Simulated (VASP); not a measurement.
Here is a VASP 6.6.1 calculation.

Contents of POSCAR:

```
Hf2S
1.0
    3.3686896524      0.0000000000      0.0000000000
   -1.6843448262      2.9173708165      0.0000000000
    0.0000000000      0.0000000000     11.7159691178
Hf S
4 2
Direct
    0.6666666667      0.3333333333      0.8997324987
    0.3333333333      0.6666666667      0.3997324987
    0.6666666667      0.3333333333      0.6002675013
    0.3333333333      0.6666666667      0.1002675013
    0.0000000000      0.0000000000      0.7500000000
    0.0000000000      0.0000000000      0.2500000000
```

File INCAR.step1:

```
SYSTEM = Hf2S
ALGO     = Normal         ! electronic algorithm
EDIFF    = 1E-4           ! SCF threshold, eV
ENCUT    = 520            ! plane-wave cutoff, eV
GGA      = PE             ! functional
ISMEAR   = 0              ! smearing method
LASPH    = .True.         ! aspherical terms in the spheres
LCHARG   = .False.        ! write CHGCAR
LREAL    = .False.        ! projectors in reciprocal space
LWAVE    = .True.         ! write WAVECAR
NBANDS   = 35             ! bands
NELM     = 60             ! most SCF steps
PREC     = Accurate       ! precision mode
SIGMA    = 0.1            ! smearing width, eV
```

File INCAR.step2:

```
SYSTEM = Hf2S
ALGO     = Normal         ! electronic algorithm
BPARAM   = 11.95        
CPARAM   = 0.0093       
EDIFF    = 1E-6           ! SCF threshold, eV
ENCUT    = 520            ! plane-wave cutoff, eV
ISIF     = 2              ! what is computed and relaxed
ISMEAR   = 0              ! smearing method
ISTART   = 1            
IVDW_NL  = 2            
LASPH    = .True.         ! aspherical terms in the spheres
LCHARG   = .False.        ! write CHGCAR
LMIXTAU  = .True.       
LREAL    = .False.        ! projectors in reciprocal space
LUSE_VDW = .True.       
LWAVE    = .False.        ! write WAVECAR
METAGGA  = R2SCAN         ! meta-GGA
NBANDS   = 35             ! bands
NELM     = 60             ! most SCF steps
PREC     = Accurate       ! precision mode
SIGMA    = 0.1            ! smearing width, eV
```

KPOINTS

```
k-points
0
Gamma
  12 12 4
  0 0 0
```

Potentials or basis: VASP PAW PBE potentials, release 64 (Hf_pv, S).

Command:

```console
$ cat potpaw_PBE.64/Hf_pv/POTCAR potpaw_PBE.64/S/POTCAR > POTCAR
$ cp INCAR.step1 INCAR
$ mpirun -np 1 vasp_std > vasp.out
$ cp INCAR.step2 INCAR
$ mpirun -np 1 vasp_std > vasp.out
```

Q: What does it give for the band gap on the k mesh?

A: Zero (bands 26 and 27 overlap by 0.92 eV).

Q: What does it give for the pressure?

A: -0.4 GPa.

Q: Predict the largest force.

A: 0.021 eV/Å.

Forces on the atoms (eV/Å):
```
Hf   0.000  0.000 -0.021
Hf   0.000  0.000 -0.021
Hf   0.000  0.000  0.021
Hf   0.000  0.000  0.021
S    0.000  0.000  0.000
S    0.000  0.000  0.000
```

Caveat: the PAW data sets were made with another functional, which shifts forces and pressure a little; spin-orbit coupling is left out, which moves the levels of the heavy elements.
